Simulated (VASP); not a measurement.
# Sb (P6_3/mmc) in VASP: a series of runs

Runs on Sb. Level: BLYP. Tasks: single point.

Program: VASP 6.6.1. These are calculated values, not measurements. Logs are shortened: lines on timing, memory, paths and dates and some standing lists are left out, and cuts for length are marked.

### 1 The cell of the first run

Symmetry: P6_3/mmc, No. 194, hexagonal system. The conventional cell has a = 3.514 Å, b = 3.514 Å, c = 5.888 Å, α = 90.00°, β = 90.00°, γ = 120.00°. Within 4.6 Å of Sb (site symmetry -6m2) lie 12 Sb at 3.51 to 3.58 Å.

### 2 Single point, BLYP (volume scaled by 1.04)

Input file INCAR:

```
SYSTEM = Sb
AGGAC    = 1.0          
AGGAX    = 1.0          
ALDAC    = 0.0          
ALDAX    = 1.0          
ALGO     = Normal         ! electronic algorithm
EDIFF    = 1E-6           ! SCF threshold, eV
ENCUT    = 520            ! plane-wave cutoff, eV
GGA      = B5             ! functional
ISIF     = 2              ! what is computed and relaxed
ISMEAR   = -1             ! smearing method
LASPH    = .TRUE.         ! aspherical terms in the spheres
LCHARG   = .TRUE.         ! write CHGCAR
LELF     = .TRUE.         ! ELF
LREAL    = .FALSE.        ! projectors in reciprocal space
LVHAR    = .TRUE.       
LWAVE    = .FALSE.        ! write WAVECAR
NBANDS   = 12             ! bands
NELM     = 60             ! most SCF steps
PREC     = Accurate       ! precision mode
SIGMA    = 0.1            ! smearing width, eV
```

Input file KPOINTS:

```
k-points
0
G
  12 12 6
  0 0 0
```

Input file POSCAR:

```
Sb
1.0
    3.5141717746      0.0000000000      0.0000000000
   -1.7570858873      3.0433620300      0.0000000000
    0.0000000000      0.0000000000      5.8876567501
Sb
2
Direct
    0.3333333333      0.6666666667      0.2500000000
    0.6666666667      0.3333333333      0.7500000000
```

Potentials or basis: VASP PAW PBE potentials, release 64 (Sb).

On the command line:

```bash
$ cat potpaw_PBE.64/Sb/POTCAR > POTCAR
$ mpirun -np 1 vasp_std > vasp.out
```

OUTCAR:

```text
SYSTEM = Sb
   EDIFF = 1E-6
   ENCUT = 520
   GGA = B5
   ISIF = 2
   ISMEAR = -1
   LASPH = .TRUE.
   LREAL = .FALSE.
   NELM = 60
   PREC = Accurate

 ion  position               nearest neighbor table
   1  0.333  0.667  0.250-   2 3.58   2 3.58   2 3.58   2 3.58   2 3.58   2 3.58
   2  0.667  0.333  0.750-   1 3.58   1 3.58   1 3.58   1 3.58   1 3.58   1 3.58

  LATTYP: Found a hexagonal cell.
 ALAT       =     3.5141717746
 C/A-ratio  =     1.6754038014

  Lattice vectors:

 A1 = (   3.5141717746,   0.0000000000,   0.0000000000)
 A2 = (  -1.7570858873,   3.0433620300,   0.0000000000)
 A3 = (   0.0000000000,   0.0000000000,   5.8876567501)

Analysis of symmetry for initial positions (statically):
=====================================================================
 Subroutine PRICEL returns:
 Original cell was already a primitive cell.

 Routine SETGRP: Setting up the symmetry group for a
 hexagonal supercell.

 Subroutine GETGRP returns: Found 24 space group operations
 (whereof 12 operations were pure point group operations)
 out of a pool of 24 trial point group operations.

The static configuration has the point symmetry D_3d.
 The point group associated with its full space group is D_6h.

Analysis of symmetry for dynamics (positions and initial velocities):
=====================================================================
 Subroutine PRICEL returns:
 Original cell was already a primitive cell.

 Routine SETGRP: Setting up the symmetry group for a
 hexagonal supercell.

 Subroutine GETGRP returns: Found 24 space group operations
 (whereof 12 operations were pure point group operations)
 out of a pool of 24 trial point group operations.

The dynamic configuration has the point symmetry D_3d.
 The point group associated with its full space group is D_6h.

 Subroutine INISYM returns: Found 24 space group operations
 (whereof 12 operations are pure point group operations),
 and found     1 'primitive' translations

----------------------------------------------------------------------------------------

                                     Primitive cell

  volume of cell :      62.9679

  direct lattice vectors                    reciprocal lattice vectors
     3.514171775  0.000000000  0.000000000     0.284562072  0.164291989  0.000000000
    -1.757085887  3.043362030  0.000000000     0.000000000  0.328583977  0.000000000
     0.000000000  0.000000000  5.887656750     0.000000000  0.000000000  0.169846858

  length of vectors
     3.514171775  3.514171775  5.887656750     0.328583977  0.328583977  0.169846858

  position of ions in fractional coordinates (direct lattice)
     0.333333333  0.666666667  0.250000000
     0.666666667  0.333333333  0.750000000

  ion indices of the primitive-cell ions
   primitive index   ion index
                 1           1
                 2           2

----------------------------------------------------------------------------------------

 KPOINTS: k-points

Automatic generation of k-mesh.
 Grid dimensions read from file:
 generate k-points for:   12   12    6

 Generating k-lattice:

  Cartesian coordinates                     Fractional coordinates (reciprocal lattice)
     0.023713506  0.013690999  0.000000000     0.083333333  0.000000000  0.000000000
     0.000000000  0.027381998  0.000000000     0.000000000  0.083333333  0.000000000
     0.000000000  0.000000000  0.028307810     0.000000000  0.000000000  0.166666667

  Length of vectors
     0.027381998  0.027381998  0.028307810

  Shift w.r.t. Gamma in fractional coordinates (k-lattice)
     0.000000000  0.000000000  0.000000000

 Subroutine IBZKPT returns following result:
 ===========================================

 Found     76 irreducible k-points:

 Following reciprocal coordinates:
            Coordinates               Weight
  0.000000  0.000000  0.000000      1.000000
  0.083333 -0.000000  0.000000      6.000000
  0.166667 -0.000000  0.000000      6.000000
  0.250000 -0.000000  0.000000      6.000000
  0.333333 -0.000000  0.000000      6.000000
  0.416667  0.000000  0.000000      6.000000
[... 16 lines left out ...]
  0.250000 -0.000000  0.166667     12.000000
  0.333333 -0.000000  0.166667     12.000000
 [... further k-points ...]
   k-points           NKPTS =     76   k-points in BZ     NKDIM =     76   number of bands    NBANDS=     12
   number of dos      NEDOS =    301   number of ions     NIONS =      2
   total plane-waves  NPLWV =  37632
   dimension x,y,z NGX =    28 NGY =   28 NGZ =   48
   dimension x,y,z NGXF=    56 NGYF=   56 NGZF=   96
   ions per type =               2
   NGX,Y,Z   is equivalent  to a cutoff of  13.25, 13.25, 13.55 a.u.
   NGXF,Y,Z  is equivalent  to a cutoff of  26.49, 26.49, 27.11 a.u.
 SYSTEM =  Sb
   PREC   = accura    normal or accurate (medium, high low for compatibility)
   ISTART =      0    job   : 0-new  1-cont  2-samecut
   ICHARG =      2    charge: 1-file 2-atom 10-const
   ISPIN  =      1    spin polarized calculation?
   LNONCOLLINEAR =      F non collinear calculations
   LSORBIT =      F    spin-orbit coupling
   LASPH  =      T    aspherical Exc in radial PAW
   ENCUT  =  520.0 eV  38.22 Ry    6.18 a.u.   6.53  6.53 10.95*2*pi/ulx,y,z
   NELM   =     60;   NELMIN=  2; NELMDL= -5     # of ELM steps
   EDIFF  = 0.1E-05   stopping-criterion for ELM
   LREAL  =      F    real-space projection
   EDIFFG = 0.1E-04   stopping-criterion for IOM
   NSW    =      0    number of steps for IOM
   IBRION =     -1    ionic relax: 0-MD 1-quasi-New 2-CG
   NFREE  =      0    steps in history (QN), initial steepest desc. (CG)
   ISIF   =      2    stress and relaxation
   ISYM   =      2    0-nonsym 1-usesym 2-fastsym
   POTIM  = 0.5000    time-step for ionic-motion
   TEBEG  =    0.0;   TEEND  =   0.0 temperature during run
   PSTRESS=    0.0 pullay stress
   NELECT =      10.0000    total number of electrons
   NUPDOWN=      -1.0000    fix difference up-down
   EMIN   =  10.00;   EMAX   =-10.00  energy-range for DOS
   EFERMI =   0.00;   METHOD = LEGACY
   ISMEAR =    -1;   SIGMA  =   0.10  broadening in eV -4-tet -1-fermi 0-gaus
   EFERMI_NEDOS =   21; number of points for ismear=-14 and -15
   IALGO  =     38    algorithm
   IMIX   =      4    mixing-type and parameters
     AMIX     =   0.40;   BMIX     =  1.00
     AMIX_MAG =   1.60;   BMIX_MAG =  1.00
  volume/ion in A,a.u.               =      31.48       212.46
  Fermi-wavevector in a.u.,A,eV,Ry     =   0.886547  1.675331 10.693713  0.785966
  Thomas-Fermi vector in A             =   2.007728
   LORBIT       =      0    0 simple, 1 ext, 2 COOP (PROOUT), +10 PAW based schemes
   GGA     = B5    functional components
   LHFCALC =     F    Hartree Fock is set to
   AEXX    =    0.0000 exact exchange contribution
   IVDW    =     0    specifies the selected vdW correction
   LEPSILON=     F    determine dielectric tensor
   LRPA    =     F    only Hartree local field effects (RPA)
 non-spin polarized calculation
  energy-cutoff  :      520.00
  volume of cell :       62.97
 maximum number of plane-waves:      1732
 NGX is ok and might be reduce to    28
   NGX = 13   NGY = 13   NGZ = 21

 number of electron      10.0000000 magnetization

 number of electron       9.9999999 magnetization

 Free energy of the ion-electron system (eV)
  ---------------------------------------------------
  ext. energy  EPLUGINS =         0.00000000
  ---------------------------------------------------
  free energy    TOTEN  =        -5.98082157 eV

  energy without entropy =       -5.94132009  energy(sigma->0) =       -5.96107083

 E-fermi :   7.0966     XC(G=0):  -8.9004

 val. band max:        7.0925048903   @ k =   0.2500   0.2500   0.1667
 cond. band min:       7.1076107571   @ k =   0.4167   0.0833   0.1667
 fundamental gap:      0.0151058668
 Fermi energy:         7.0966145973

 k-point     1 :       0.0000    0.0000    0.0000
  band No.  band energies     occupation
      1      -4.7371      2.00000
      2      -2.0665      2.00000
      3       2.2810      2.00000
      4      10.0753      0.00000
      5      10.0753      0.00000
      6      10.9197      0.00000
      7      11.2631      0.00000
      8      11.2631      0.00000
      9      14.6157      0.00000
     10      15.9456      0.00000
     11      16.6782      0.00000
     12      16.6782      0.00000

 k-point     2 :       0.0833   -0.0000    0.0000
  band No.  band energies     occupation
      1      -4.6321      2.00000
      2      -1.9778      2.00000
      3       2.3917      2.00000
      4       9.1466      0.00000
      5       9.7497      0.00000
      6      10.6713      0.00000
      7      10.8561      0.00000
      8      11.2546      0.00000
      9      14.9882      0.00000
     10      15.7068      0.00000
     11      16.5526      0.00000
     12      16.8636      0.00000

 k-point     3 :       0.1667   -0.0000    0.0000
  band No.  band energies     occupation
      1      -4.3200      2.00000
      2      -1.7212      2.00000
      3       2.7210      2.00000
      4       7.3945      0.09675
      5       9.1077      0.00000
      6       9.2957      0.00000
      7      10.5888      0.00000
      8      11.0348      0.00000
      9      14.0534      0.00000
     10      15.9306      0.00000
     11      16.3652      0.00000
     12      16.7570      0.00000
[... 286 lines left out ...]
 k-point    23 :       0.2500   -0.0000    0.1667
  band No.  band energies     occupation
      1      -3.7050      2.00000
      2      -1.6303      2.00000
      3       3.7063      2.00000
      4       5.7940      2.00000
      5       7.3377      0.16465
      6       8.5748      0.00000
      7       9.7937      0.00000
      8      10.4175      0.00000
      9      13.2042      0.00000
     10      14.4769      0.00000
     11      15.3424      0.00000
     12      17.2457      0.00000

 k-point    24 :       0.3333   -0.0000    0.1667
  band No.  band energies     occupation
      1      -3.0333      2.00000
      2      -1.1626      2.00000
      3       3.7572      2.00000
      4       4.9099      2.00000
      5       5.7779      2.00000
      6       8.0722      0.00012
      7       9.1550      0.00000
      8      10.0053      0.00000
      9      12.6135      0.00000
     10      13.7671      0.00000
     11      15.1389      0.00000
     12      16.8653      0.00000

 [... further k-points ...]
[... 5 lines left out ...]
  --------------------------------------------------------------------------------------
  -------------------------------------------------------------------------------------
  Total       -0.6537718     -0.6537718     -0.5572986      0.0000000      0.0000000      0.0000000
  in kB      -16.6348027    -16.6348027    -14.1801053      0.0000000      0.0000000      0.0000000
  external PRESSURE =     -15.8165702 kB  Pullay stress =       0.0000000 kB

 VOLUME and BASIS-vectors are now :
 -----------------------------------------------------------------------------
  energy-cutoff  :      520.00
  volume of cell :       62.97
      direct lattice vectors                 reciprocal lattice vectors
     3.514171775  0.000000000  0.000000000     0.284562072  0.164291989  0.000000000
    -1.757085887  3.043362030  0.000000000     0.000000000  0.328583977  0.000000000
     0.000000000  0.000000000  5.887656750     0.000000000  0.000000000  0.169846858

 POSITION                                       TOTAL-FORCE (eV/Angst)
 -----------------------------------------------------------------------------------
     -0.00000      2.02891      1.47191        -0.000000      0.000000      0.000000
      1.75709      1.01445      4.41574         0.000000      0.000000      0.000000
 -----------------------------------------------------------------------------------
    total drift:                                0.000000     -0.000000      0.000000

  FREE ENERGIE OF THE ION-ELECTRON SYSTEM (eV)
  ---------------------------------------------------
  free  energy   TOTEN  =        -5.9808215732 eV

  energy  without entropy=       -5.9413200946  energy(sigma->0) =       -5.96107083
```

It took 23 s on 1 thread of Intel Xeon 6975P-C (Granite Rapids), shared host; peak memory 0.2 GiB.

What came out:

- Free energy: -5.9808 eV
- Pressure: -1.6 GPa
- Band gap on the k mesh: zero (band 5 reaches 10.65 eV, above the bottom of band 6 at 4.50 eV)

Caveat: the PAW data sets were made with another functional, which shifts forces and pressure a little; spin-orbit coupling is left out, which moves the levels of the heavy elements.

(Continued in part 2 of 2.)
